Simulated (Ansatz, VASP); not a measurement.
# Ga in VASP and in Ansatz

```
CELL_PARAMETERS angstrom
1.45000 -4.06500 0.00906
1.45000 4.06500 0.00906
0.01981 0.00000 3.17000
ATOMIC_POSITIONS crystal
Ga 0.86700 0.13300 0.25000
Ga 0.13300 0.86700 0.75000
```

Change from the starting cell: strain +0.0125 x Voigt [0, 0, 0, 0, 1, 0], atoms carried along.

Alike in both runs: task single point; functional PBEsol; k mesh 18 × 18 × 16; occupations gaussian, width 0.15 eV; no spin polarisation.

```csv
,VASP,Ansatz
version,VASP 6.6.1,Ansatz 0.2.0
potentials or method,"VASP PAW PBE potentials, release 64 (Ga_d), cutoff 520 eV","scalar-relativistic, plane waves, PAW"
valence electrons in the cell,26,26
```

|  | VASP | Ansatz | Ansatz less VASP |
| --- | --- | --- | --- |
| gap on the k mesh at the Fermi level (eV) | none | none | - |
| pressure (GPa) | -1.9 | -1.9 | -0.02 |
| traceless stress, the component that is largest in VASP (GPa) | -1.96 | -1.96 | 0.000 |
| rms of the force components (eV/Å) | 0.115 | 0.115 | -0.0001 |

VASP's potentials were made for PBE, not for PBEsol. Atom by atom the forces differ by 0.000 eV/Å (rms over components). A gap of «none» marks a metal or a gap that the smearing closes.
